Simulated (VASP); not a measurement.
Write the native input for VASP 6.6.1 that does the following.

| Quantity | Value |
| --- | --- |
| Task | single point |
| Functional | PBE |
| Potentials or basis | VASP PAW PBE potentials, release 64 (C) |
| Cutoff | 520 eV |
| k mesh | 12 × 12 × 12 |
| Occupations | gaussian, width 0.05 eV |
| Spin | no spin polarisation |
| Dipole correction | no |
| Further INCAR settings | ALGO = Normal; EDIFF = 1e-06; NBANDS = 11 |

The structure of C lies in POSCAR:

```
C
1.0
    0.0000000000      1.9398719506      1.8795997496
    1.5380572773      0.0000000000      1.8795997496
    1.5380572773      1.9398719506      0.0000000000
C
2
Direct
    0.5000000000      0.5000000000      0.5000000000
    0.7500000000      0.7500000000      0.7500000000
```

This cell differs from its parent crystal: strain +e along x and -e along y -0.1125, strain +e along z and -e/2 along x and y +0.0525.

These files were run (other wordings do the same):

INCAR

```
SYSTEM = C
  PREC = Accurate
  ENCUT = 520
  EDIFF = 1E-6
  ISMEAR = 0
  SIGMA = 0.05
  LREAL = .FALSE.
  LASPH = .TRUE.
  NELM = 80
  ALGO = Normal
  ISIF = 2
  LWAVE = .FALSE.
  LCHARG = .FALSE.
  GGA = PE
  NBANDS = 11
```

KPOINTS

```
regular mesh
0
G
  12 12 12
  0 0 0
```

Potentials or basis: VASP PAW PBE potentials, release 64 (C).

Command:

```sh
$ cat potpaw_PBE.64/C/POTCAR > POTCAR
$ mpirun -np 1 vasp_std > vasp.out
```

It gave:

```json
{
 "Pressure": "8.0 GPa",
 "Band gap on the k mesh": "zero (band 4 reaches 11.71 eV, above the bottom of band 5 at 10.82 eV)"
}
```

Caveat: the cell differs from its parent crystal (strain +e along x and -e along y -0.1125, strain +e along z and -e/2 along x and y +0.0525).

It took 40 s on 1 thread of Intel Xeon 8259CL, with other jobs on the host, peak memory 0.13 GiB.
